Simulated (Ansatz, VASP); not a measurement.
One calculation of Rh, two programs

INCAR

```
PREC     = Accurate       # precision mode
ENCUT    = 520            # plane-wave cutoff, eV
EDIFF    = 1E-6           # SCF threshold, eV
ISMEAR   = 0              # smearing method
SIGMA    = 0.15           # smearing width, eV
LREAL    = F              # projectors in reciprocal space
LASPH    = T              # aspherical terms in the spheres
NELM     = 100            # most SCF steps
ALGO     = Fast           # electronic algorithm
ISIF     = 2              # what is computed and relaxed
LWAVE    = F              # write WAVECAR
LCHARG   = F              # write CHGCAR
GGA      = PS             # functional
NBANDS   = 38             # bands
```

File KPOINTS:

```
Automatic mesh
0
Gamma
  18 18 6
```

File POSCAR:

```
Rh
1.0
    2.5285426000      0.0000000000      0.0000000000
   -1.2642713000      2.5294700366      0.0000000000
    0.0000000000      0.0000000000      8.4072113135
Rh
4
Direct
    0.0000000000      0.0000000000      0.0000000000
    0.3333333333      0.6666666667      0.2500000000
    0.0000000000      0.0000000000      0.5000000000
    0.6666666667      0.3333333333      0.7500000000
```

Input for Ansatz:

```yaml
crystal:
  lattice:
    - [2.5285426, 0.0, 0.0]
    - [-1.2642713, 2.5294700366, 0.0]
    - [0.0, 0.0, 8.4072113135]
  atoms:
    - { symbol: Rh, position: [0.0, 0.0, 0.0] }
    - { symbol: Rh, position: [0.3333333333, 0.6666666667, 0.25] }
    - { symbol: Rh, position: [0.0, 0.0, 0.5] }
    - { symbol: Rh, position: [0.6666666667, 0.3333333333, 0.75] }
basis:
  ecutwfc: 420
kpoints:
  mp_grid: { grid: [18, 18, 6] }
hamiltonian:
  xc: pbesol
  pseudopotentials: { kind: paw, azcp: { folder: soft_1 } }
scf:
  occupations: { method: gaussian, width: 0.15 }
output:
  forces: true
  stress: true
  eigenvalues: true
```

Change from the starting cell: strain +e along x and -e along y -0.0733, strain +e along z and -e/2 along x and y -0.0367.

Alike in both runs: task single point; functional PBEsol; k mesh 18 × 18 × 6; occupations gaussian, width 0.15 eV; no spin polarisation.

|  | VASP | Ansatz |
| --- | --- | --- |
| version | VASP 6.6.1 | Ansatz 0.2.0 |
| potentials or method | VASP PAW PBE potentials, release 64 (Rh_pv), cutoff 520 eV | scalar-relativistic, plane waves, PAW |
| valence electrons in the cell | 60 | 68 |

```csv
,VASP,Ansatz,Ansatz less VASP
gap on the k mesh at the Fermi level (eV),none,none,-
pressure (GPa),7.9,7.9,+0.04
"traceless stress, the component that is largest in VASP (GPa)",-26.56,-26.59,-0.028
rms of the force components (eV/Å),0.164,0.164,+0.0001
```

VASP's potentials were made for PBE, not for PBEsol, and Ansatz warns of the same on its side. Atom by atom the forces differ by 0.000 eV/Å (rms over components). A gap of «none» marks a metal or a gap that the smearing closes. The functional is the same, so the differences come from potentials, cutoffs and numerics. VASP's potentials hold 60 valence electrons a cell and Ansatz's 68, so a difference there can come from the potentials and not from the codes.
